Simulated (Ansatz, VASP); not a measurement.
One calculation of Ba, two programs

Contents of INCAR:

```
SYSTEM = Ba
PREC     = Accurate       ! precision mode
ENCUT    = 520            ! plane-wave cutoff, eV
EDIFF    = 1E-7           ! SCF threshold, eV
ISMEAR   = 0              ! smearing method
SIGMA    = 0.1            ! smearing width, eV
LREAL    = .FALSE.        ! projectors in reciprocal space
LASPH    = .TRUE.         ! aspherical terms in the spheres
NELM     = 100            ! most SCF steps
ALGO     = Normal         ! electronic algorithm
ISIF     = 2              ! what is computed and relaxed
LWAVE    = .FALSE.        ! write WAVECAR
LCHARG   = .TRUE.         ! write CHGCAR
GGA      = PE             ! functional
LELF     = .TRUE.         ! ELF
LVHAR    = .TRUE.       
NBANDS   = 28             ! bands
```

KPOINTS

```
Automatic mesh
0
G
  4 4 2
  0 0 0
```

The input POSCAR:

```
Ba
1.0
    4.6076713554     -2.7478476447      0.0000000000
    4.6076713554      2.7478476447      0.0000000000
   -2.5736106467      0.0000000000     11.9297135286
Ba
4
Direct
    0.0504000000      0.0504000000      0.0996000000
    0.9496000000      0.9496000000      0.9004000000
    0.5050000000      0.5050000000      0.6000000000
    0.4950000000      0.4950000000      0.4000000000
```

Input for Ansatz:

```yaml
crystal:
  lattice:
    - [4.6076713554, -2.7478476447, 0.0]
    - [4.6076713554, 2.7478476447, 0.0]
    - [-2.5736106467, 0.0, 11.9297135286]
  atoms:
    - { symbol: Ba, position: [0.0504, 0.0504, 0.0996] }
    - { symbol: Ba, position: [0.9496, 0.9496, 0.9004] }
    - { symbol: Ba, position: [0.505, 0.505, 0.6] }
    - { symbol: Ba, position: [0.495, 0.495, 0.4] }
basis:
  ecutwfc: 420
kpoints:
  mp_grid: { grid: [4, 4, 2] }
hamiltonian:
  xc: pbe
scf:
  occupations: { method: gaussian, width: 0.1 }
  lower_state_search: "off"
output:
  forces: true
  stress: true
  eigenvalues: true
```

Alike in both runs: task single point; functional PBE; k mesh 4 × 4 × 2; occupations gaussian, width 0.1 eV; no spin polarisation.

|  | VASP | Ansatz |
| --- | --- | --- |
| version | VASP 6.6.1 | Ansatz 0.2.0 |
| potentials or method | VASP PAW PBE potentials, release 64 (Ba_sv), cutoff 520 eV | scalar-relativistic, plane waves, PAW |
| valence electrons in the cell | 40 | 40 |

Ansatz gave:

```
gap on the k mesh at the Fermi level (eV)                     : none
pressure (GPa)                                                : 7.9
traceless stress, the component that is largest in VASP (GPa) : 20.69
rms of the force components (eV/Å)                            : 6.887
```

Task: Estimate VASP's values.

Result: gap on the k mesh at the Fermi level (eV): none; pressure (GPa): 9.7; traceless stress, the component that is largest in VASP (GPa): 24.46; rms of the force components (eV/Å): 8.230.

Atom by atom the forces differ by 1.343 eV/Å (rms over components). A gap of «none» marks a metal or a gap that the smearing closes.

Spin-orbit coupling is off throughout.
